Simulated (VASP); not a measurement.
# SnO2 (Imma) in VASP: electric field gradients with PBEsol

Aim: the electric field gradients of SnO2 with PBEsol.

All numbers are computed with VASP 6.6.1; they aren't measurements. Logs are shortened: lines on timing, memory, paths and dates and some standing lists are left out, and cuts for length are marked.

**1. The cell of the first run**

The structure is orthorhombic, space group Imma (No. 74). The conventional cell has a = 6.498 Å, b = 6.829 Å, c = 6.828 Å, α = 90.00°, β = 90.00°, γ = 90.00°. Within 2.8 Å of Sn (site symmetry mm2) lie 6 O at 2.09 to 2.10 Å. Within 2.8 Å of Sn (site symmetry 2/m) lie 6 O at 2.09 Å. O (site symmetry m) has 3 Sn at 2.09 to 2.10 Å and 1 O at 2.64 Å within 2.8 Å. Within 2.8 Å of O (site symmetry m) lie 3 Sn at 2.09 Å and 1 O at 2.64 Å.

**2. Electric field gradients, PBEsol**

Input file INCAR:

```
SYSTEM = SnO2
PREC = Accurate
ENCUT = 520
EDIFF = 1E-8
ISMEAR = -5
SIGMA = 0.1
LREAL = .FALSE.
LASPH = .TRUE.
NELM = 100
ALGO = Normal
ISIF = 2
LWAVE = .FALSE.
LCHARG = .FALSE.
GGA = PS
LEFG = .TRUE.
NBANDS = 64
```

Input file KPOINTS:

```
Automatic mesh
0
G
  5 5 5
  0 0 0
```

Input file POSCAR:

```
SnO2
1.0
   -3.2488970000      3.4144700000      3.4140210000
    3.2488970000     -3.4144700000      3.4140210000
    3.2488970000      3.4144700000     -3.4140210000
Sn O
4 8
Direct
    0.9964010000      0.2464010000      0.7500000000
    0.0035990000      0.7535990000      0.2500000000
    0.5000000000      0.5000000000      0.5000000000
    0.5000000000      0.0000000000      0.0000000000
    0.1935040000      0.1962260000      0.5027220000
    0.6975650000      0.7540600000      0.9435050000
    0.1935040000      0.6907820000      0.9972780000
    0.3105550000      0.7540600000      0.5564950000
    0.6894450000      0.2459400000      0.4435050000
    0.3024350000      0.2459400000      0.0564950000
    0.8064960000      0.3092180000      0.0027220000
    0.8064960000      0.8037740000      0.4972780000
```

Potentials or basis: VASP PAW PBE potentials, release 64 (Sn_d, O).

Run with:

```console
$ cat potpaw_PBE.64/Sn_d/POTCAR potpaw_PBE.64/O/POTCAR > POTCAR
$ mpirun -np 1 vasp_std > vasp.out
```

OUTCAR:

```text
SYSTEM = SnO2
   PREC = Accurate
   ENCUT = 520
   EDIFF = 1E-8
   ISMEAR = -5
   LREAL = .FALSE.
   LASPH = .TRUE.
   NELM = 100
   ISIF = 2
   GGA = PS

 ion  position               nearest neighbor table
   1  0.996  0.246  0.750-  11 2.09  12 2.09   9 2.09  10 2.09   5 2.10   7 2.10   2 3.25   2 3.25

   2  0.004  0.754  0.250-   7 2.09   5 2.09   8 2.09   6 2.09  12 2.10  11 2.10   1 3.25   1 3.25

   3  0.500  0.500  0.500-   5 2.09  12 2.09   9 2.09   8 2.09  10 2.09   6 2.09   4 3.25   4 3.25

   4  0.500  0.000  0.000-   7 2.09  11 2.09  10 2.09   6 2.09   8 2.09   9 2.09   3 3.25   3 3.25

   5  0.194  0.196  0.503-   2 2.09   3 2.09   1 2.10
   6  0.698  0.754  0.944-   2 2.09   4 2.09   3 2.09
   7  0.194  0.691  0.997-   2 2.09   4 2.09   1 2.10
   8  0.311  0.754  0.556-   2 2.09   3 2.09   4 2.09
   9  0.689  0.246  0.444-   1 2.09   3 2.09   4 2.09
  10  0.302  0.246  0.056-   1 2.09   4 2.09   3 2.09
  11  0.806  0.309  0.003-   1 2.09   4 2.09   2 2.10
  12  0.806  0.804  0.497-   1 2.09   3 2.09   2 2.10

  LATTYP: Found a body centered orthorhombic cell.
 ALAT       =     6.4977940000
 B/A-ratio  =     1.0508246337
 C/A-ratio  =     1.0509628345

  Lattice vectors:

 A1 = (  -3.2488970000,  -3.4144700000,   3.4140210000)
 A2 = (   3.2488970000,  -3.4144700000,  -3.4140210000)
 A3 = (   3.2488970000,   3.4144700000,   3.4140210000)

Analysis of symmetry for initial positions (statically):
=====================================================================
 Subroutine PRICEL returns:
 Original cell was already a primitive cell.

 Routine SETGRP: Setting up the symmetry group for a
 body centered orthorhombic supercell.

 Subroutine GETGRP returns: Found  8 space group operations
 (whereof  4 operations were pure point group operations)
 out of a pool of  8 trial point group operations.

The static configuration has the point symmetry C_2h.
 The point group associated with its full space group is D_2h.

Analysis of symmetry for dynamics (positions and initial velocities):
=====================================================================
 Subroutine PRICEL returns:
 Original cell was already a primitive cell.

 Routine SETGRP: Setting up the symmetry group for a
 body centered orthorhombic supercell.

 Subroutine GETGRP returns: Found  8 space group operations
 (whereof  4 operations were pure point group operations)
 out of a pool of  8 trial point group operations.

The dynamic configuration has the point symmetry C_2h.
 The point group associated with its full space group is D_2h.

 Subroutine INISYM returns: Found  8 space group operations
 (whereof  4 operations are pure point group operations),
 and found     1 'primitive' translations

----------------------------------------------------------------------------------------

                                     Primitive cell

  volume of cell :     151.4905

  direct lattice vectors                    reciprocal lattice vectors
    -3.248897000  3.414470000  3.414021000     0.000000000  0.146435611  0.146454869
     3.248897000 -3.414470000  3.414021000     0.153898385  0.000000000  0.146454869
     3.248897000  3.414470000 -3.414021000     0.153898385  0.146435611  0.000000000

  length of vectors
     5.819748834  5.819748834  5.819748834     0.207104845  0.212447032  0.212433756

  position of ions in fractional coordinates (direct lattice)
     0.996401000  0.246401000  0.750000000
     0.003599000  0.753599000  0.250000000
     0.500000000  0.500000000  0.500000000
     0.500000000  0.000000000  0.000000000
     0.193504000  0.196226000  0.502722000
     0.697565000  0.754060000  0.943505000
     0.193504000  0.690782000  0.997278000
     0.310555000  0.754060000  0.556495000
     0.689445000  0.245940000  0.443505000
     0.302435000  0.245940000  0.056495000
     0.806496000  0.309218000  0.002722000
[... 107 lines left out ...]
   IALGO  =     38    algorithm
   IMIX   =      4    mixing-type and parameters
     AMIX     =   0.40;   BMIX     =  1.00
     AMIX_MAG =   1.60;   BMIX_MAG =  1.00
  volume/ion in A,a.u.               =      12.62        85.19
  Fermi-wavevector in a.u.,A,eV,Ry     =   1.444189  2.729122 28.377438  2.085683
  Thomas-Fermi vector in A             =   2.562512
   LORBIT       =      0    0 simple, 1 ext, 2 COOP (PROOUT), +10 PAW based schemes
   GGA     = PS    functional components
   LHFCALC =     F    Hartree Fock is set to
   AEXX    =    0.0000 exact exchange contribution
   IVDW    =     0    specifies the selected vdW correction
   LEPSILON=     F    determine dielectric tensor
   LRPA    =     F    only Hartree local field effects (RPA)
 non-spin polarized calculation
 Fermi weights with tetrahedron method with Bloechl corrections
  energy-cutoff  :      520.00
  volume of cell :      151.49
 maximum number of plane-waves:      4098
 NGX is ok and might be reduce to    48
   NGX = 21   NGY = 21   NGZ = 21

 number of electron     104.0000018 magnetization

 Free energy of the ion-electron system (eV)
  ---------------------------------------------------
  ext. energy  EPLUGINS =         0.00000000
  ---------------------------------------------------
  free energy    TOTEN  =       -79.25028922 eV

  energy without entropy =      -79.25028922  energy(sigma->0) =      -79.25028922

 E-fermi :   5.4102     XC(G=0): -11.2338

 val. band max:        5.3631412125   @ k =   0.0000   0.0000   0.0000
 cond. band min:       5.8884768426   @ k =   0.0000   0.0000   0.0000
 fundamental gap:      0.5253356301
 Fermi energy:         5.4101612571

 k-point     1 :       0.0000    0.0000    0.0000
  band No.  band energies     occupation
      1     -15.5865      2.00000
      2     -15.3711      2.00000
      3     -15.3706      2.00000
      4     -14.9648      2.00000
      5     -14.9644      2.00000
      6     -14.9208      2.00000
[... 1597 lines left out ...]
     63      15.7270      0.00000
     64      15.9551      0.00000

 [... further k-points ...]
[... 5 lines left out ...]
  --------------------------------------------------------------------------------------
  -------------------------------------------------------------------------------------
  Total       -6.6092458     -5.2454504     -5.2211616      0.0000000      0.0000000      0.0000000
  in kB      -69.8999821    -55.4763585    -55.2194777      0.0000000      0.0000000      0.0000000
  external PRESSURE =     -60.1986061 kB  Pullay stress =       0.0000000 kB

 VOLUME and BASIS-vectors are now :
 -----------------------------------------------------------------------------
  energy-cutoff  :      520.00
  volume of cell :      151.49
      direct lattice vectors                 reciprocal lattice vectors
    -3.248897000  3.414470000  3.414021000     0.000000000  0.146435611  0.146454869
     3.248897000 -3.414470000  3.414021000     0.153898385  0.000000000  0.146454869
     3.248897000  3.414470000 -3.414021000     0.153898385  0.146435611  0.000000000

 POSITION                                       TOTAL-FORCE (eV/Angst)
 -----------------------------------------------------------------------------------
      0.00000      5.12171      1.68244         0.000000     -0.000000      0.058776
      3.24890     -1.70723      1.73158         0.000000      0.000000     -0.058776
      1.62445      1.70724      1.70701         0.000000      0.000000     -0.000000
     -1.62445      1.70724      1.70701         0.000000      0.000000     -0.000000
      1.64214      1.70723     -0.38576        -0.037781      0.000000     -0.075454
      3.24890      3.02867      1.73473        -0.000000     -0.076346     -0.032504
      4.85566      1.70723     -0.38576         0.037781      0.000000     -0.075454
      3.24890      0.38580      1.73473         0.000000      0.076346     -0.032504
      0.00000      3.02867      1.67929         0.000000     -0.076346      0.032504
     -0.00000      0.38580      1.67929         0.000000      0.076346      0.032504
     -1.60676      1.70723      3.79978        -0.037781     -0.000000      0.075454
      1.60676      1.70724      3.79978         0.037781      0.000000      0.075454
 -----------------------------------------------------------------------------------
    total drift:                                0.000000      0.000000     -0.000000

  FREE ENERGIE OF THE ION-ELECTRON SYSTEM (eV)
  ---------------------------------------------------
  free  energy   TOTEN  =       -79.2502892207 eV

  energy  without entropy=      -79.2502892207  energy(sigma->0) =      -79.25028922

 Electric field gradients (V/A^2)
---------------------------------------------------------------------
 ion       V_xx      V_yy      V_zz      V_xy      V_xz      V_yz
---------------------------------------------------------------------
   1     -51.947     3.162    48.785     0.001     0.001     0.001
   2     -51.947     3.162    48.785     0.001     0.001     0.001
   3     -51.594    48.708     2.886     0.000    -2.739     0.000
   4     -51.594    48.708     2.886     0.000     2.739     0.000
   5      49.464  -112.811    63.347     0.001     0.150     0.001
   6      49.411    63.315  -112.726     0.001     0.001     2.026
   7      49.463  -112.810    63.347     0.001    -0.149     0.001
   8      49.410    63.315  -112.726     0.001     0.001    -2.024
   9      49.410    63.315  -112.726     0.001     0.001    -2.024
  10      49.411    63.315  -112.726     0.001     0.001     2.026
  11      49.463  -112.810    63.347     0.001    -0.149     0.001
  12      49.464  -112.811    63.347     0.001     0.150     0.001
---------------------------------------------------------------------

 Electric field gradients after diagonalization (V/A^2)
 (convention: |V_zz| > |V_xx| > |V_yy|)
----------------------------------------------------------------------
 ion       V_xx      V_yy      V_zz     asymmetry (V_yy - V_xx)/ V_zz
----------------------------------------------------------------------
   1      48.785     3.162   -51.947       0.878
   2      48.785     3.162   -51.947       0.878
   3      48.708     3.023   -51.731       0.883
   4      48.708     3.023   -51.731       0.883
   5      63.349    49.462  -112.811       0.123
   6      63.338    49.411  -112.749       0.124
   7      63.349    49.462  -112.810       0.123
   8      63.338    49.410  -112.749       0.124
   9      63.338    49.410  -112.749       0.124
  10      63.338    49.411  -112.749       0.124
  11      63.349    49.462  -112.810       0.123
  12      63.349    49.462  -112.811       0.123
----------------------------------------------------------------------

           NMR quadrupolar parameters

 Cq : quadrupolar parameter    Cq=e*Q*V_zz/h
 eta: asymmetry parameters     (V_yy - V_xx)/ V_zz
 Q  : nuclear electric quadrupole moment in mb (millibarn)
----------------------------------------------------------------------
 ion       Cq(MHz)       eta       Q (mb)
----------------------------------------------------------------------
   1      -0.126       0.878       1.000
   2      -0.126       0.878       1.000
   3      -0.125       0.883       1.000
   4      -0.125       0.883       1.000
   5      -0.273       0.123       1.000
   6      -0.273       0.124       1.000
   7      -0.273       0.123       1.000
   8      -0.273       0.124       1.000
   9      -0.273       0.124       1.000
  10      -0.273       0.124       1.000
  11      -0.273       0.123       1.000
  12      -0.273       0.123       1.000
----------------------------------------------------------------------
```

Run time: 12 min. Hardware: 1 thread of Intel Xeon 8259CL, shared host; peak memory 0.43 GiB.

What came out:

```
Free energy                             : -79.2503 eV
Pressure                                : -6.0 GPa
Largest force                           : 0.084 eV/Å
Band gap on the k mesh                  : 0.53 eV
Largest electric field gradient by atom : Sn -51.9, -51.7 (each value once); O -112.8, -112.7 (each value once) V/Å²
```

Forces on the atoms (eV/Å):
```
Sn   0.000  0.000  0.059
Sn   0.000  0.000 -0.059
Sn   0.000  0.000  0.000
Sn   0.000  0.000  0.000
O   -0.038  0.000 -0.075
O    0.000 -0.076 -0.033
O    0.038  0.000 -0.075
O    0.000  0.076 -0.033
O    0.000 -0.076  0.033
O    0.000  0.076  0.033
O   -0.038  0.000  0.075
O    0.038  0.000  0.075
```

Stress tensor (GPa, compression positive):
```
-6.99  0.00  0.00
 0.00 -5.55  0.00
 0.00  0.00 -5.52
```

Levels at points of the mesh, in eV from the valence-band top:
```csv
k point,band 49,band 50,band 51,band 52,band 53,band 54,band 55,band 56
"(0.00, 0.00, 0.00)",-0.78,-0.75,-0.74,0.00,0.53,4.20,4.20,5.52
```

Electric field gradients, principal values (V/Å²):
```
atom   least  middle  greatest (by size)
1 Sn   3.162  48.785             -51.947
2 Sn   3.162  48.785             -51.947
3 Sn   3.023  48.708             -51.731
4 Sn   3.023  48.708             -51.731
 5 O  49.462  63.349            -112.811
 6 O  49.411  63.338            -112.749
 7 O  49.462  63.349            -112.810
 8 O  49.410  63.338            -112.749
 9 O  49.410  63.338            -112.749
10 O  49.411  63.338            -112.749
11 O  49.462  63.349            -112.810
12 O  49.462  63.349            -112.811
```

Caveat: the cell stands under tension; without QUAD_EFG the Cq values of the log hold for a quadrupole moment of 1 mb, not for the nuclei; the PAW data sets were made with another functional, which shifts forces and pressure a little; spin-orbit coupling is left out, which moves the levels of the heavy elements.
